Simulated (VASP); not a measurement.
# BiTe (R-3m) in VASP: single point with revPBE

Aim: the single point of BiTe with revPBE.

All numbers are computed with VASP 6.6.1; they aren't measurements. Logs are shortened: lines on timing, memory, paths and dates and some standing lists are left out, and cuts for length are marked.

## (1) The cell of the first run

Symmetry: R-3m, No. 166, trigonal system. The conventional cell has a = 4.845 Å, b = 4.845 Å, c = 9.952 Å, α = 90.00°, β = 90.00°, γ = 120.00°. Bi (site symmetry -3m) has 6 Te at 3.25 Å within 4.3 Å. Within 4.3 Å of Te (site symmetry -3m) lie 6 Bi at 3.25 Å.

## (2) Single point, revPBE

Contents of INCAR:

```
SYSTEM = BiTe
PREC = Accurate
ENCUT = 520
EDIFF = 1E-6
ISMEAR = -1
SIGMA = 0.1
LREAL = .FALSE.
LASPH = .TRUE.
NELM = 60
ALGO = Normal
ISIF = 2
LWAVE = .FALSE.
LCHARG = .TRUE.
GGA = RE
LELF = .TRUE.
LVHAR = .TRUE.
NBANDS = 18
```

Contents of KPOINTS:

```
Automatic mesh
0
G
  6 6 6
  0 0 0
```

Contents of POSCAR:

```
BiTe
1.0
    2.4227077700      1.3987509800      3.3172919500
   -2.4227077700      1.3987509800      3.3172919500
    0.0000000000     -2.7975019700      3.3172919500
Bi Te
1 1
Direct
    0.5000000000      0.5000000000      0.5000000000
    0.0000000000      0.0000000000      0.0000000000
```

Potentials or basis: VASP PAW PBE potentials, release 64 (Bi_d, Te).

Started as:

```sh
cat potpaw_PBE.64/Bi_d/POTCAR potpaw_PBE.64/Te/POTCAR > POTCAR
mpirun -np 1 vasp_std > vasp.out
```

OUTCAR:

```text
SYSTEM = BiTe
   PREC = Accurate
   ENCUT = 520
   EDIFF = 1E-6
   ISMEAR = -1
   LREAL = .FALSE.
   LASPH = .TRUE.
   NELM = 60
   ISIF = 2
   GGA = RE

 ion  position               nearest neighbor table
   1  0.500  0.500  0.500-   2 3.25   2 3.25   2 3.25   2 3.25   2 3.25   2 3.25
   2  0.000  0.000  0.000-   1 3.25   1 3.25   1 3.25   1 3.25   1 3.25   1 3.25

  LATTYP: Found a trigonal (rhomboedric) cell.
 ALAT       =     4.3394058492
 COS(alpha) =     0.3765932219

  Lattice vectors:

 A1 = (   2.4227077700,   1.3987509800,   3.3172919500)
 A2 = (  -2.4227077700,   1.3987509800,   3.3172919500)
 A3 = (   0.0000000000,  -2.7975019700,   3.3172919500)

Analysis of symmetry for initial positions (statically):
=====================================================================
 Subroutine PRICEL returns:
 Original cell was already a primitive cell.

 Routine SETGRP: Setting up the symmetry group for a
 trigonal (rhombohedral) supercell.

 Subroutine GETGRP returns: Found 12 space group operations
 (whereof 12 operations were pure point group operations)
 out of a pool of 12 trial point group operations.

The static configuration has the point symmetry D_3d.

Analysis of symmetry for dynamics (positions and initial velocities):
=====================================================================
 Subroutine PRICEL returns:
 Original cell was already a primitive cell.

 Routine SETGRP: Setting up the symmetry group for a
 trigonal (rhombohedral) supercell.

 Subroutine GETGRP returns: Found 12 space group operations
 (whereof 12 operations were pure point group operations)
 out of a pool of 12 trial point group operations.

The dynamic configuration has the point symmetry D_3d.

 Subroutine INISYM returns: Found 12 space group operations
 (whereof 12 operations are pure point group operations),
 and found     1 'primitive' translations

----------------------------------------------------------------------------------------

                                     Primitive cell

  volume of cell :      67.4491

  direct lattice vectors                    reciprocal lattice vectors
     2.422707770  1.398750980  3.317291950     0.206380648  0.119153923  0.100483569
    -2.422707770  1.398750980  3.317291950    -0.206380648  0.119153923  0.100483569
     0.000000000 -2.797501970  3.317291950     0.000000000 -0.238307846  0.100483568

  length of vectors
     4.339405849  4.339405849  4.339405853     0.258626327  0.258626327  0.258626327

  position of ions in fractional coordinates (direct lattice)
     0.500000000  0.500000000  0.500000000
     0.000000000  0.000000000  0.000000000

  ion indices of the primitive-cell ions
   primitive index   ion index
                 1           1
                 2           2

----------------------------------------------------------------------------------------

 KPOINTS: Automatic mesh

Automatic generation of k-mesh.
 Grid dimensions read from file:
 generate k-points for:    6    6    6

 Generating k-lattice:

  Cartesian coordinates                     Fractional coordinates (reciprocal lattice)
     0.034396775  0.019858987  0.016747261     0.166666667  0.000000000  0.000000000
    -0.034396775  0.019858987  0.016747261     0.000000000  0.166666667  0.000000000
     0.000000000 -0.039717974  0.016747261     0.000000000  0.000000000  0.166666667

  Length of vectors
     0.043104388  0.043104388  0.043104388

  Shift w.r.t. Gamma in fractional coordinates (k-lattice)
     0.000000000  0.000000000  0.000000000

 Subroutine IBZKPT returns following result:
 ===========================================

 Found     32 irreducible k-points:

 Following reciprocal coordinates:
            Coordinates               Weight
  0.000000  0.000000  0.000000      1.000000
  0.166667 -0.000000 -0.000000      6.000000
  0.333333 -0.000000 -0.000000      6.000000
  0.500000 -0.000000 -0.000000      3.000000
  0.166667  0.166667 -0.000000      6.000000
  0.333333  0.166667 -0.000000     12.000000
[... 16 lines left out ...]
  0.500000  0.500000  0.166667      6.000000
 -0.333333  0.500000  0.166667     12.000000
 [... further k-points ...]
   k-points           NKPTS =     32   k-points in BZ     NKDIM =     32   number of bands    NBANDS=     18
   number of dos      NEDOS =    301   number of ions     NIONS =      2
   total plane-waves  NPLWV =  32768
   dimension x,y,z NGX =    32 NGY =   32 NGZ =   32
   dimension x,y,z NGXF=    64 NGYF=   64 NGZF=   64
   ions per type =               1   1
   NGX,Y,Z   is equivalent  to a cutoff of  12.26, 12.26, 12.26 a.u.
   NGXF,Y,Z  is equivalent  to a cutoff of  24.52, 24.52, 24.52 a.u.
 SYSTEM =  BiTe
   PREC   = accura    normal or accurate (medium, high low for compatibility)
   ISTART =      0    job   : 0-new  1-cont  2-samecut
   ICHARG =      2    charge: 1-file 2-atom 10-const
   ISPIN  =      1    spin polarized calculation?
   LNONCOLLINEAR =      F non collinear calculations
   LSORBIT =      F    spin-orbit coupling
   LASPH  =      T    aspherical Exc in radial PAW
   ENCUT  =  520.0 eV  38.22 Ry    6.18 a.u.   8.07  8.07  8.07*2*pi/ulx,y,z
   NELM   =     60;   NELMIN=  2; NELMDL= -5     # of ELM steps
   EDIFF  = 0.1E-05   stopping-criterion for ELM
   LREAL  =      F    real-space projection
   EDIFFG = 0.1E-04   stopping-criterion for IOM
   NSW    =      0    number of steps for IOM
   IBRION =     -1    ionic relax: 0-MD 1-quasi-New 2-CG
   NFREE  =      0    steps in history (QN), initial steepest desc. (CG)
   ISIF   =      2    stress and relaxation
   ISYM   =      2    0-nonsym 1-usesym 2-fastsym
   POTIM  = 0.5000    time-step for ionic-motion
   TEBEG  =    0.0;   TEEND  =   0.0 temperature during run
   PSTRESS=    0.0 pullay stress
   NELECT =      21.0000    total number of electrons
   NUPDOWN=      -1.0000    fix difference up-down
   EMIN   =  10.00;   EMAX   =-10.00  energy-range for DOS
   EFERMI =   0.00;   METHOD = LEGACY
   ISMEAR =    -1;   SIGMA  =   0.10  broadening in eV -4-tet -1-fermi 0-gaus
   EFERMI_NEDOS =   21; number of points for ismear=-14 and -15
   IALGO  =     38    algorithm
   IMIX   =      4    mixing-type and parameters
     AMIX     =   0.40;   BMIX     =  1.00
     AMIX_MAG =   1.60;   BMIX_MAG =  1.00
  volume/ion in A,a.u.               =      33.72       227.58
  Fermi-wavevector in a.u.,A,eV,Ry     =   1.109573  2.096789 16.750837  1.231152
  Thomas-Fermi vector in A             =   2.246114
   LORBIT       =      0    0 simple, 1 ext, 2 COOP (PROOUT), +10 PAW based schemes
   GGA     = RE    functional components
   LHFCALC =     F    Hartree Fock is set to
   AEXX    =    0.0000 exact exchange contribution
   IVDW    =     0    specifies the selected vdW correction
   LEPSILON=     F    determine dielectric tensor
   LRPA    =     F    only Hartree local field effects (RPA)
 non-spin polarized calculation
  energy-cutoff  :      520.00
  volume of cell :       67.45
 maximum number of plane-waves:      1832
   NGX = 17   NGY = 17   NGZ = 17

 number of electron      20.9999996 magnetization

 Free energy of the ion-electron system (eV)
  ---------------------------------------------------
  ext. energy  EPLUGINS =         0.00000000
  ---------------------------------------------------
  free energy    TOTEN  =        -6.55496890 eV

  energy without entropy =       -6.51388634  energy(sigma->0) =       -6.53442762

 E-fermi :   6.7332     XC(G=0):  -9.4061

 val. band max:        6.7204088176   @ k =   0.5000   0.3333   0.1667
 cond. band min:       6.7621798647   @ k =   0.3333   0.3333   0.1667
 fundamental gap:      0.0417710471
 Fermi energy:         6.7331528536

 k-point     1 :       0.0000    0.0000    0.0000
  band No.  band energies     occupation
      1     -16.5281      2.00000
      2     -16.5281      2.00000
      3     -16.5160      2.00000
      4     -16.5160      2.00000
      5     -16.5039      2.00000
      6      -6.7240      2.00000
[... 10 lines left out ...]
     17      13.3930      0.00000
     18      13.6109      0.00000

 k-point     2 :       0.1667   -0.0000   -0.0000
  band No.  band energies     occupation
      1     -16.5277      2.00000
      2     -16.5274      2.00000
      3     -16.5175      2.00000
      4     -16.5146      2.00000
      5     -16.5033      2.00000
      6      -6.4882      2.00000
[... 10 lines left out ...]
     17      14.3079      0.00000
     18      14.6818      0.00000

 k-point     3 :       0.3333   -0.0000   -0.0000
  band No.  band energies     occupation
      1     -16.5276      2.00000
      2     -16.5263      2.00000
      3     -16.5202      2.00000
      4     -16.5122      2.00000
      5     -16.5010      2.00000
      6      -5.7977      2.00000
[... 10 lines left out ...]
     17      15.5328      0.00000
     18      16.4595      0.00000

 k-point     4 :       0.5000   -0.0000   -0.0000
  band No.  band energies     occupation
      1     -16.5278      2.00000
      2     -16.5261      2.00000
      3     -16.5213      2.00000
      4     -16.5114      2.00000
      5     -16.4991      2.00000
      6      -4.8159      2.00000
[... 10 lines left out ...]
     17      14.6066      0.00000
     18      17.3928      0.00000

 k-point     5 :       0.1667    0.1667   -0.0000
  band No.  band energies     occupation
      1     -16.5288      2.00000
      2     -16.5264      2.00000
      3     -16.5177      2.00000
      4     -16.5130      2.00000
      5     -16.5035      2.00000
      6      -6.3950      2.00000
[... 10 lines left out ...]
     17      13.6361      0.00000
     18      13.9457      0.00000

 k-point     6 :       0.3333    0.1667   -0.0000
  band No.  band energies     occupation
      1     -16.5296      2.00000
      2     -16.5257      2.00000
      3     -16.5194      2.00000
      4     -16.5102      2.00000
      5     -16.5016      2.00000
      6      -5.8602      2.00000
[... 10 lines left out ...]
     17      14.9512      0.00000
     18      15.6642      0.00000

 k-point     7 :       0.5000    0.1667    0.0000
  band No.  band energies     occupation
      1     -16.5289      2.00000
      2     -16.5263      2.00000
      3     -16.5201      2.00000
      4     -16.5099      2.00000
      5     -16.4996      2.00000
      6      -4.9632      2.00000
[... 10 lines left out ...]
     17      16.5145      0.00000
     18      17.3338      0.00000

 k-point     8 :      -0.3333    0.1667    0.0000
  band No.  band energies     occupation
      1     -16.5275      2.00000
      2     -16.5265      2.00000
      3     -16.5194      2.00000
      4     -16.5115      2.00000
      5     -16.5010      2.00000
      6      -5.3314      2.00000
[... 10 lines left out ...]
     17      15.5476      0.00000
     18      15.6806      0.00000
[... 229 lines left out ...]
     17      16.0420      0.00000
     18      16.1929      0.00000

 k-point    20 :       0.5000    0.3333    0.1667
  band No.  band energies     occupation
      1     -16.5325      2.00000
      2     -16.5271      2.00000
      3     -16.5153      2.00000
      4     -16.5050      2.00000
      5     -16.5018      2.00000
      6      -5.1471      2.00000
[... 10 lines left out ...]
     17      16.2222      0.00000
     18      17.0463      0.00000

 k-point    21 :      -0.3333    0.3333    0.1667
  band No.  band energies     occupation
      1     -16.5312      2.00000
      2     -16.5264      2.00000
      3     -16.5154      2.00000
      4     -16.5075      2.00000
      5     -16.5020      2.00000
      6      -4.5078      2.00000
[... 10 lines left out ...]
     17      16.1841      0.00000
     18      16.3888      0.00000

 k-point    22 :      -0.1667    0.3333    0.1667
  band No.  band energies     occupation
      1     -16.5303      2.00000
      2     -16.5250      2.00000
      3     -16.5177      2.00000
      4     -16.5105      2.00000
      5     -16.5013      2.00000
      6      -5.3064      2.00000
[... 10 lines left out ...]
     17      15.0160      0.00000
     18      16.3514      0.00000

 k-point    23 :       0.5000    0.5000    0.1667
  band No.  band energies     occupation
      1     -16.5352      2.00000
      2     -16.5258      2.00000
      3     -16.5161      2.00000
      4     -16.5017      2.00000
      5     -16.5016      2.00000
      6      -4.8907      2.00000
[... 10 lines left out ...]
     17      16.7308      0.00000
     18      17.0203      0.00000

 k-point    24 :      -0.3333    0.5000    0.1667
  band No.  band energies     occupation
      1     -16.5338      2.00000
      2     -16.5255      2.00000
      3     -16.5163      2.00000
      4     -16.5051      2.00000
      5     -16.5007      2.00000
      6      -4.6333      2.00000
[... 10 lines left out ...]
     17      16.2289      0.00000
     18      17.5526      0.00000

 [... further k-points ...]
[... 5 lines left out ...]
  --------------------------------------------------------------------------------------
  -------------------------------------------------------------------------------------
  Total        0.3735939      0.3735939      0.3286755      0.0000000     -0.0000000      0.0000000
  in kB        8.8742984      8.8742984      7.8073127      0.0000000     -0.0000000      0.0000000
  external PRESSURE =       8.5186365 kB  Pullay stress =       0.0000000 kB

 VOLUME and BASIS-vectors are now :
 -----------------------------------------------------------------------------
  energy-cutoff  :      520.00
  volume of cell :       67.45
      direct lattice vectors                 reciprocal lattice vectors
     2.422707770  1.398750980  3.317291950     0.206380648  0.119153923  0.100483569
    -2.422707770  1.398750980  3.317291950    -0.206380648  0.119153923  0.100483569
     0.000000000 -2.797501970  3.317291950     0.000000000 -0.238307846  0.100483568

 POSITION                                       TOTAL-FORCE (eV/Angst)
 -----------------------------------------------------------------------------------
      0.00000     -0.00000      4.97594        -0.000000     -0.000000      0.000000
      0.00000      0.00000      0.00000         0.000000      0.000000     -0.000000
 -----------------------------------------------------------------------------------
    total drift:                               -0.000000      0.000000     -0.000000

  FREE ENERGIE OF THE ION-ELECTRON SYSTEM (eV)
  ---------------------------------------------------
  free  energy   TOTEN  =        -6.5549688994 eV

  energy  without entropy=       -6.5138863378  energy(sigma->0) =       -6.53442762
```

It took 40 s on 1 thread of Intel Xeon 8259CL, shared host; peak memory 0.19 GiB.

Results:

- Free energy: -6.5550 eV
- Pressure: 0.9 GPa

Levels at points of the mesh, in eV from the Fermi level:
```csv
k point,band 7,band 8,band 9,band 10,band 11,band 12,band 13,band 14
"(0.00, 0.00, 0.00)",-8.24,-2.90,-2.90,-1.60,1.90,2.54,2.54,4.09
"(0.50, 0.00, 0.00)",-11.32,-1.85,-1.81,-1.02,-0.92,-0.57,0.34,6.73
"(0.50, 0.50, 0.00)",-9.94,-5.58,-4.47,-3.29,2.46,3.09,3.62,4.61
"(0.50, 0.50, 0.50)",-10.91,-2.34,-2.34,-2.21,-1.52,-1.23,-1.23,8.05
```

Caveat: the PAW data sets were made with another functional, which shifts forces and pressure a little; spin-orbit coupling is left out, which moves the levels of the heavy elements.
